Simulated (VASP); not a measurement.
# BN (Cm) in VASP: notebook

The runs below take BN through single point, with PBEsol.

All numbers are computed with VASP 6.6.1; they aren't measurements. Logs are shortened: lines on timing, memory, paths and dates and some standing lists are left out, and cuts for length are marked.

## Step 1: The cell of the first run

The structure is monoclinic, space group Cm (No. 8). The conventional cell has a = 4.401 Å, b = 2.541 Å, c = 12.743 Å, α = 90.00°, β = 98.27°, γ = 90.00°. B (site symmetry m) has 5 N at 1.56 to 2.06 Å within 2.1 Å. B (site symmetry m) has 4 N at 1.56 to 1.57 Å within 2.1 Å. B (site symmetry m) has 4 N at 1.56 to 1.57 Å within 2.1 Å. Within 2.1 Å of B (site symmetry m) lie 4 N at 1.56 to 1.57 Å. B (site symmetry m) has 4 N at 1.56 to 1.57 Å within 2.1 Å. Within 2.1 Å of B (site symmetry m) lie 4 N at 1.56 to 1.57 Å. N (site symmetry m) has 5 B at 1.56 to 2.06 Å within 2.1 Å. Within 2.1 Å of N (site symmetry m) lie 4 B at 1.56 to 1.57 Å.

## Step 2: Single point, PBEsol

INCAR reads:

```
PREC = Accurate
ENCUT = 600
EDIFF = 1E-6
ISMEAR = 0
SIGMA = 0.05
LREAL = F
LASPH = T
NELM = 120
ALGO = Normal
ISIF = 2
LWAVE = F
LCHARG = F
GGA = PS
NBANDS = 36
GGA_COMPAT = F
```

KPOINTS reads:

```
regular mesh
0
Gamma
  10 10 2
```

POSCAR reads:

```
BN
1.0
   -2.5410113134      0.0000000000      0.0000000000
   -1.2705056567     -2.2005803487      0.0000000000
   -2.2232578487     -1.2835985174     12.6098865131
B N
6 6
Direct
    0.6302428878      0.6302428878      0.0624443320
    0.4358095545      0.4358095545      0.3957776653
    0.2413762211      0.2413762211      0.7291109987
   -0.1891737789     -0.1891737789      0.8957776653
    0.1996928878      0.1996928878      0.2291109987
    0.0052595545      0.0052595545      0.5624443320
    0.1197515589      0.1197515589      0.9376223347
    0.5086182255      0.5086182255      0.2709556680
    0.3141848922      0.3141848922      0.6042890013
   -0.1163651078     -0.1163651078      0.7709556680
    0.2725015589      0.2725015589      0.1042890013
    0.0780682255      0.0780682255      0.4376223347
```

Potentials or basis: VASP PAW PBE potentials, release 64 (B, N).

Run with:

```bash
cat potpaw_PBE.64/B/POTCAR potpaw_PBE.64/N/POTCAR > POTCAR
mpirun -np 1 vasp_std > vasp.out
```

OUTCAR:

```text
PREC = Accurate
   ENCUT = 600
   EDIFF = 1E-6
   ISMEAR = 0
   LREAL = F
   LASPH = T
   NELM = 120
   ISIF = 2
   GGA = PS

 ion  position               nearest neighbor table
   1  0.630  0.630  0.062-  11 1.56  11 1.56  11 1.56   4 2.13
   2  0.436  0.436  0.396-  12 1.56  12 1.56  12 1.56   8 1.57
   3  0.241  0.241  0.729-  10 1.56  10 1.56  10 1.56   9 1.57
   4  0.811  0.811  0.896-   7 1.56   7 1.56   7 1.56  10 1.57   1 2.13
   5  0.200  0.200  0.229-   8 1.56   8 1.56   8 1.56  11 1.57
   6  0.005  0.005  0.562-   9 1.56   9 1.56   9 1.56  12 1.57
   7  0.120  0.120  0.938-   4 1.56   4 1.56   4 1.56
   8  0.509  0.509  0.271-   5 1.56   5 1.56   5 1.56   2 1.57
   9  0.314  0.314  0.604-   6 1.56   6 1.56   6 1.56   3 1.57
  10  0.884  0.884  0.771-   3 1.56   3 1.56   3 1.56   4 1.57
  11  0.273  0.273  0.104-   1 1.56   1 1.56   1 1.56   5 1.57
  12  0.078  0.078  0.438-   2 1.56   2 1.56   2 1.56   6 1.57

  LATTYP: Found a base centered monoclinic cell.
 ALAT       =     4.4011606974
 B/A-ratio  =     0.5773502692
 C/A-ratio  =     2.8952710475
 COS(beta)  =    -0.1439243488

  Lattice vectors:

 A1 = (  -2.5410113134,   0.0000000000,   0.0000000000)
 A2 = (  -1.2705056567,  -2.2005803487,   0.0000000000)
 A3 = (   1.5882591214,   0.9169818313,  12.6098865131)

Analysis of symmetry for initial positions (statically):
=====================================================================
 Subroutine PRICEL returns:
 Original cell was already a primitive cell.

 Routine SETGRP: Setting up the symmetry group for a
 base centered monoclinic supercell.

 Subroutine GETGRP returns: Found  2 space group operations
 (whereof  2 operations were pure point group operations)
 out of a pool of  4 trial point group operations.

The static configuration has the point symmetry C_1h.

Analysis of symmetry for dynamics (positions and initial velocities):
=====================================================================
 Subroutine PRICEL returns:
 Original cell was already a primitive cell.

 Routine SETGRP: Setting up the symmetry group for a
 base centered monoclinic supercell.

 Subroutine GETGRP returns: Found  2 space group operations
 (whereof  2 operations were pure point group operations)
 out of a pool of  4 trial point group operations.

The dynamic configuration has the point symmetry C_1h.

 Subroutine INISYM returns: Found  2 space group operations
 (whereof  2 operations are pure point group operations),
 and found     1 'primitive' translations

----------------------------------------------------------------------------------------

                                     Primitive cell

  volume of cell :      70.5107

  direct lattice vectors                    reciprocal lattice vectors
    -2.541011313  0.000000000  0.000000000    -0.393544096  0.227212790 -0.046257355
    -1.270505657 -2.200580349  0.000000000     0.000000000 -0.454425579 -0.046257355
    -2.223257849 -1.283598517 12.609886513     0.000000000  0.000000000  0.079302855

  length of vectors
     2.541011313  2.541011313 12.868556193     0.456773850  0.456773850  0.079302855

  position of ions in fractional coordinates (direct lattice)
     0.630242888  0.630242888  0.062444332
     0.435809554  0.435809554  0.395777665
     0.241376221  0.241376221  0.729110999
     0.810826221  0.810826221  0.895777665
     0.199692888  0.199692888  0.229110999
     0.005259555  0.005259555  0.562444332
     0.119751559  0.119751559  0.937622335
     0.508618226  0.508618226  0.270955668
     0.314184892  0.314184892  0.604289001
     0.883634892  0.883634892  0.770955668
     0.272501559  0.272501559  0.104289001
     0.078068225  0.078068225  0.437622335

  ion indices of the primitive-cell ions
   primitive index   ion index
                 1           1
                 2           2
                 3           3
                 4           4
                 5           5
                 6           6
                 7           7
                 8           8
                 9           9
                10          10
                11          11
                12          12

----------------------------------------------------------------------------------------

 KPOINTS: regular mesh

Automatic generation of k-mesh.
 Grid dimensions read from file:
 generate k-points for:   10   10    2

 Generating k-lattice:

  Cartesian coordinates                     Fractional coordinates (reciprocal lattice)
    -0.039354410  0.022721279 -0.004625736     0.100000000  0.000000000 -0.000000000
     0.000000000 -0.045442558 -0.004625736     0.000000000  0.100000000  0.000000000
     0.000000000  0.000000000  0.039651427     0.000000000  0.000000000  0.500000000

  Length of vectors
     0.045677385  0.045677385  0.039651427

  Shift w.r.t. Gamma in fractional coordinates (k-lattice)
     0.000000000  0.000000000  0.000000000

 Subroutine IBZKPT returns following result:
 ===========================================

 Found     62 irreducible k-points:

 Following reciprocal coordinates:
            Coordinates               Weight
  0.000000  0.000000  0.000000      1.000000
  0.100000  0.000000 -0.000000      4.000000
  0.200000  0.000000 -0.000000      4.000000
  0.300000 -0.000000 -0.000000      4.000000
  0.400000  0.000000  0.000000      4.000000
  0.500000  0.000000 -0.000000      2.000000
[... 16 lines left out ...]
  0.300000  0.300000  0.000000      2.000000
  0.400000  0.300000  0.000000      4.000000
 [... further k-points ...]
   k-points           NKPTS =     62   k-points in BZ     NKDIM =     62   number of bands    NBANDS=     36
   number of dos      NEDOS =    301   number of ions     NIONS =     12
   total plane-waves  NPLWV =  43200
   dimension x,y,z NGX =    20 NGY =   20 NGZ =  108
   dimension x,y,z NGXF=    40 NGYF=   40 NGZF=  216
   ions per type =               6   6
   NGX,Y,Z   is equivalent  to a cutoff of  13.09, 13.09, 13.95 a.u.
   NGXF,Y,Z  is equivalent  to a cutoff of  26.17, 26.17, 27.90 a.u.
 SYSTEM =  unknown system
   PREC   = accura    normal or accurate (medium, high low for compatibility)
   ISTART =      0    job   : 0-new  1-cont  2-samecut
   ICHARG =      2    charge: 1-file 2-atom 10-const
   ISPIN  =      1    spin polarized calculation?
   LNONCOLLINEAR =      F non collinear calculations
   LSORBIT =      F    spin-orbit coupling
   LASPH  =      T    aspherical Exc in radial PAW
   ENCUT  =  600.0 eV  44.10 Ry    6.64 a.u.   5.08  5.08 25.70*2*pi/ulx,y,z
   NELM   =    120;   NELMIN=  2; NELMDL= -5     # of ELM steps
   EDIFF  = 0.1E-05   stopping-criterion for ELM
   LREAL  =      F    real-space projection
   EDIFFG = 0.1E-04   stopping-criterion for IOM
   NSW    =      0    number of steps for IOM
   IBRION =     -1    ionic relax: 0-MD 1-quasi-New 2-CG
   NFREE  =      0    steps in history (QN), initial steepest desc. (CG)
   ISIF   =      2    stress and relaxation
   ISYM   =      2    0-nonsym 1-usesym 2-fastsym
   POTIM  = 0.5000    time-step for ionic-motion
   TEBEG  =    0.0;   TEEND  =   0.0 temperature during run
   PSTRESS=    0.0 pullay stress
   NELECT =      48.0000    total number of electrons
   NUPDOWN=      -1.0000    fix difference up-down
   EMIN   =  10.00;   EMAX   =-10.00  energy-range for DOS
   EFERMI =   0.00;   METHOD = LEGACY
   ISMEAR =     0;   SIGMA  =   0.05  broadening in eV -4-tet -1-fermi 0-gaus
   EFERMI_NEDOS =   21; number of points for ismear=-14 and -15
   IALGO  =     38    algorithm
   IMIX   =      4    mixing-type and parameters
     AMIX     =   0.40;   BMIX     =  1.00
     AMIX_MAG =   1.60;   BMIX_MAG =  1.00
  volume/ion in A,a.u.               =       5.88        39.65
  Fermi-wavevector in a.u.,A,eV,Ry     =   1.440136  2.721463 28.218379  2.073992
  Thomas-Fermi vector in A             =   2.558914
   LORBIT       =      0    0 simple, 1 ext, 2 COOP (PROOUT), +10 PAW based schemes
   GGA     = PS    functional components
   LHFCALC =     F    Hartree Fock is set to
   AEXX    =    0.0000 exact exchange contribution
   IVDW    =     0    specifies the selected vdW correction
   LEPSILON=     F    determine dielectric tensor
   LRPA    =     F    only Hartree local field effects (RPA)
 non-spin polarized calculation
 Gauss-broadening in eV      SIGMA  =   0.05
  energy-cutoff  :      600.00
  volume of cell :       70.51
 maximum number of plane-waves:      2378
   NGX = 11   NGY = 11   NGZ = 51

 number of electron      47.9999997 magnetization

 Free energy of the ion-electron system (eV)
  ---------------------------------------------------
  ext. energy  EPLUGINS =         0.00000000
  ---------------------------------------------------
  free energy    TOTEN  =      -107.41039263 eV

  energy without entropy =     -107.41039263  energy(sigma->0) =     -107.41039263

 E-fermi :   8.0692     XC(G=0): -13.0620

 val. band max:        7.7878192956   @ k =   0.0000   0.0000   0.0000
 cond. band min:      10.4543314452   @ k =   0.5000   0.0000  -0.0000
 fundamental gap:      2.6665121495
 Fermi energy:         8.0692285020

 k-point     1 :       0.0000    0.0000    0.0000
  band No.  band energies     occupation
      1     -12.9435      2.00000
      2     -12.2546      2.00000
      3     -12.0743      2.00000
      4     -10.4033      2.00000
      5     -10.2197      2.00000
      6      -8.5623      2.00000
[... 28 lines left out ...]
     35      17.3463      0.00000
     36      17.3979      0.00000

 k-point     2 :       0.1000    0.0000   -0.0000
  band No.  band energies     occupation
      1     -12.7228      2.00000
      2     -12.0616      2.00000
      3     -11.8301      2.00000
      4     -10.2687      2.00000
      5      -9.9529      2.00000
      6      -8.3972      2.00000
[... 28 lines left out ...]
     35      17.7758      0.00000
     36      17.9988      0.00000
[... 817 lines left out ...]
     35      18.9460      0.00000
     36      19.1510      0.00000

 k-point    24 :       0.4000    0.3000    0.0000
  band No.  band energies     occupation
      1     -10.2208      2.00000
      2      -9.8567      2.00000
      3      -9.0534      2.00000
      4      -8.7294      2.00000
      5      -7.5370      2.00000
      6      -7.0901      2.00000
[... 28 lines left out ...]
     35      19.0703      0.00000
     36      19.4642      0.00000

 [... further k-points ...]
[... 5 lines left out ...]
  --------------------------------------------------------------------------------------
  -------------------------------------------------------------------------------------
  Total       -0.5586970     -2.6702597      3.6955177      1.8286670     -0.3643524     -0.6310766
  in kB      -12.6949762    -60.6749017     83.9712969     41.5518343     -8.2789868    -14.3396200
  external PRESSURE =       3.5338063 kB  Pullay stress =       0.0000000 kB

 VOLUME and BASIS-vectors are now :
 -----------------------------------------------------------------------------
  energy-cutoff  :      600.00
  volume of cell :       70.51
      direct lattice vectors                 reciprocal lattice vectors
    -2.541011313  0.000000000  0.000000000    -0.393544096  0.227212790 -0.046257355
    -1.270505657 -2.200580349  0.000000000     0.000000000 -0.454425579 -0.046257355
    -2.223257849 -1.283598517 12.609886513     0.000000000  0.000000000  0.079302855

 POSITION                                       TOTAL-FORCE (eV/Angst)
 -----------------------------------------------------------------------------------
     -2.54101     -1.46705      0.78742         0.759551      0.438527      1.075177
     -2.54101     -1.46705      4.99071        -0.013512     -0.007801      0.168289
     -2.54101     -1.46705      9.19401        -0.002261     -0.001305      0.217974
     -5.08202     -2.93411     11.29565        -0.478235     -0.276109      0.020459
     -1.27051     -0.73353      2.88906        -0.148500     -0.085737      0.256389
     -1.27051     -0.73353      7.09236        -0.000204     -0.000118      0.167661
     -2.54101     -1.46705     11.82331         0.461846      0.266647     -1.119578
     -2.54101     -1.46705      3.41672        -0.028105     -0.016227     -0.143486
     -2.54101     -1.46705      7.62002         0.001708      0.000986     -0.179842
     -5.08202     -2.93411      9.72166         0.040638      0.023462     -0.462939
     -1.27051     -0.73353      1.31507        -0.591809     -0.341681      0.169074
     -1.27051     -0.73353      5.51837        -0.001116     -0.000645     -0.169176
 -----------------------------------------------------------------------------------
    total drift:                               -0.000122     -0.000071     -0.000302

  FREE ENERGIE OF THE ION-ELECTRON SYSTEM (eV)
  ---------------------------------------------------
  free  energy   TOTEN  =      -107.4103926343 eV

  energy  without entropy=     -107.4103926343  energy(sigma->0) =     -107.41039263
```

Wall time 2.1 min (1 thread of Intel Xeon 6975P-C (Granite Rapids), shared host); peak memory 0.27 GiB.

What came out:

```
Free energy            : -107.4104 eV
Pressure               : 0.4 GPa
Largest force          : 1.388 eV/Å
Band gap on the k mesh : 2.67 eV, indirect (least direct gap 3.88 eV)
```

Forces on the atoms (eV/Å):
```
B    0.760  0.439  1.075
B   -0.014 -0.008  0.168
B   -0.002 -0.001  0.218
B   -0.478 -0.276  0.020
B   -0.148 -0.086  0.256
B    0.000  0.000  0.168
N    0.462  0.267 -1.120
N   -0.028 -0.016 -0.143
N    0.002  0.001 -0.180
N    0.041  0.023 -0.463
N   -0.592 -0.342  0.169
N   -0.001 -0.001 -0.169
```

Caveat: the PAW data sets were made with another functional, which shifts forces and pressure a little. A k mesh can miss the band edges.

## Step 3: Single point, PBEsol

INCAR reads:

```
SYSTEM = BN
  PREC = Accurate
  ENCUT = 600
  EDIFF = 1E-6
  ISMEAR = 0
  SIGMA = 0.05
  LREAL = .FALSE.
  LASPH = .TRUE.
  NELM = 120
  ALGO = Normal
  ISIF = 2
  LWAVE = .FALSE.
  LCHARG = .FALSE.
  GGA = PS
  NBANDS = 36
  GGA_COMPAT = .FALSE.
```

KPOINTS reads:

```
regular mesh
0
G
  10 10 2
  0 0 0
```

POSCAR reads:

```
BN
1.0
   -2.5410113134      0.0000000000      0.0000000000
   -1.2705056567     -2.2005803487      0.0000000000
   -2.8586377276     -1.6504352615     12.6098865131
B N
6 6
Direct
    0.6198334177      0.6198334177      0.0624443320
    0.3698334177      0.3698334177      0.3957776653
    0.1198334177      0.1198334177      0.7291109987
   -0.3384999157     -0.3384999157      0.8957776653
    0.1615000843      0.1615000843      0.2291109987
   -0.0884999157     -0.0884999157      0.5624443320
   -0.0365500843     -0.0365500843      0.9376223347
    0.4634499157      0.4634499157      0.2709556680
    0.2134499157      0.2134499157      0.6042890013
   -0.2448834177     -0.2448834177      0.7709556680
    0.2551165823      0.2551165823      0.1042890013
    0.0051165823      0.0051165823      0.4376223347
```

Potentials or basis: VASP PAW PBE potentials, release 64 (B, N).

Run with:

```bash
cat potpaw_PBE.64/B/POTCAR potpaw_PBE.64/N/POTCAR > POTCAR
mpirun -np 1 vasp_std > vasp.out
```

Wall time 1.8 min (1 thread of Intel Xeon 6975P-C (Granite Rapids), shared host); peak memory 0.27 GiB.

It converged, with:

```yaml
Free_energy: -107.6615 eV
Pressure: 0.1 GPa
Largest_force: 2.360 eV/Å
Band_gap_on_the_k_mesh: 2.43 eV, indirect (least direct gap 3.72 eV)
```

Forces in eV/Å, atoms in the order of the input:
```
B   -1.881 -1.086  0.924
B    0.008  0.005  0.158
B    0.013  0.008  0.203
B    0.395  0.228  0.019
B    0.023  0.013  0.231
B    0.001  0.001  0.157
N    1.133  0.654 -0.824
N    0.014  0.008 -0.137
N    0.001  0.001 -0.168
N    0.065  0.038 -0.428
N    0.225  0.130  0.023
N    0.000  0.000 -0.158
```

Stress tensor (GPa, compression positive):
```
-5.75 -4.39 -6.11
-4.39 -0.68 -3.53
-6.11 -3.53  6.82
```

Levels at points of the mesh, in eV from the valence-band top:
| k point | band 21 | band 22 | band 23 | band 24 | band 25 | band 26 | band 27 | band 28 |
| --- | --- | --- | --- | --- | --- | --- | --- | --- |
| (0.00, 0.00, 0.00) | -0.58 | -0.23 | -0.11 | 0.00 | 6.57 | 7.96 | 8.16 | 8.49 |
| (0.50, 0.00, 0.00) | -3.45 | -3.17 | -2.35 | -2.04 | 3.69 | 6.29 | 6.37 | 6.59 |
| (0.50, 0.50, 0.00) | -3.33 | -3.15 | -2.27 | -1.29 | 2.43 | 6.27 | 6.38 | 6.60 |
| (0.00, 0.00, 0.50) | -0.59 | -0.54 | -0.14 | -0.14 | 6.60 | 8.01 | 8.16 | 8.49 |
| (0.50, 0.00, 0.50) | -3.66 | -2.85 | -2.45 | -2.00 | 3.69 | 6.27 | 6.45 | 6.65 |
| (0.50, 0.50, 0.50) | -3.82 | -2.73 | -2.40 | -1.36 | 2.49 | 6.27 | 6.44 | 6.67 |

Caveat: the PAW data sets were made with another functional, which shifts forces and pressure a little.
